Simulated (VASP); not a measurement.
Write the native input for VASP 6.6.1 that does the following.

```
Task                               : single point
Functional                         : HSE06
Potentials or basis                : VASP PAW PBE potentials, release 64 (Cu, I)
Cutoff                             : 520 eV
k mesh                             : 2 × 2 × 2
Occupations                        : fermi-dirac, width 0.1 eV
Spin                               : collinear spin, ferromagnetic start
Starting moments                   : [0.35, 0.38, 0.38, 0.38, 0.38] μB
Dipole correction                  : no
Grid for exact exchange (PRECFOCK) : Fast
Further INCAR settings             : ALGO = Normal; EDIFF = 1e-06; NBANDS = 32
Screening parameter                : 0.2079 1/Å
```

The system is CuI4.

```
Cu I
1.0
     5.97299    0.00000    0.00000
     0.00000    5.97299    0.00000
     0.00000    0.00000    5.97299
Cu I
1 4
Direct
  0.00000 0.00000 0.00000
  0.25000 0.25000 0.25000
  0.75000 0.75000 0.25000
  0.25000 0.75000 0.75000
  0.75000 0.25000 0.75000
```

The input as run:

POSCAR

```
CuI4
1.0
    5.9729880000      0.0000000000      0.0000000000
    0.0000000000      5.9729880000      0.0000000000
    0.0000000000      0.0000000000      5.9729880000
Cu I
1 4
Direct
    0.0000000000      0.0000000000      0.0000000000
    0.2500000000      0.2500000000      0.2500000000
    0.7500000000      0.7500000000      0.2500000000
    0.2500000000      0.7500000000      0.7500000000
    0.7500000000      0.2500000000      0.7500000000
```

INCAR.step1

```
PREC = Accurate ; ENCUT = 520
EDIFF = 1E-5 ; ISMEAR = -1
SIGMA = 0.1 ; LREAL = F
LASPH = T ; NELM = 150
ALGO = Normal ; ISIF = 2
LWAVE = T ; LCHARG = F
ISPIN = 2 ; MAGMOM = 0.35 0.38 0.38 0.38 0.38
LORBIT = 11 ; LMAXMIX = 4
GGA = PE ; NBANDS = 32
```

INCAR.step2

```
PREC = Accurate ; ENCUT = 520
EDIFF = 1E-6 ; ISMEAR = -1
SIGMA = 0.1 ; LREAL = F
LASPH = T ; NELM = 150
ALGO = Normal ; ISIF = 2
LWAVE = F ; LCHARG = F
ISPIN = 2 ; MAGMOM = 0.35 0.38 0.38 0.38 0.38
LORBIT = 11 ; LMAXMIX = 4
GGA = PE ; LHFCALC = T
HFSCREEN = 0.2079 ; PRECFOCK = Fast
ISTART = 1 ; NBANDS = 32
```

KPOINTS

```
regular mesh
0
Gamma
  2 2 2
```

Potentials or basis: VASP PAW PBE potentials, release 64 (Cu, I).

Run with:

```bash
$ cat potpaw_PBE.64/Cu/POTCAR potpaw_PBE.64/I/POTCAR > POTCAR
$ cp INCAR.step1 INCAR
$ mpirun -np 1 vasp_std > vasp.out
$ cp INCAR.step2 INCAR
$ mpirun -np 1 vasp_std > vasp.out
```

It gave:

```json
{
  "Pressure": "-2.0 GPa",
  "Band gap on the k mesh": "zero (filled and empty bands overlap)",
  "Net moment": "2.99 μB per cell",
  "Site moments": "Cu +0.34; I +0.48 μB",
  "Valence electrons inside the program's atomic spheres": "Cu 9.88; I 4.27"
}
```

Caveat: the k points lie up to 0.53 Å⁻¹ apart; the PAW data sets were made with another functional, which shifts forces and pressure a little; spin-orbit coupling is left out, which moves the levels of the heavy elements.

Wall time 11 min on 1 thread of Intel(R) Xeon(R) Platinum 8488C (Sapphire Rapids), with other jobs on the host, peak memory 0.52 GiB.
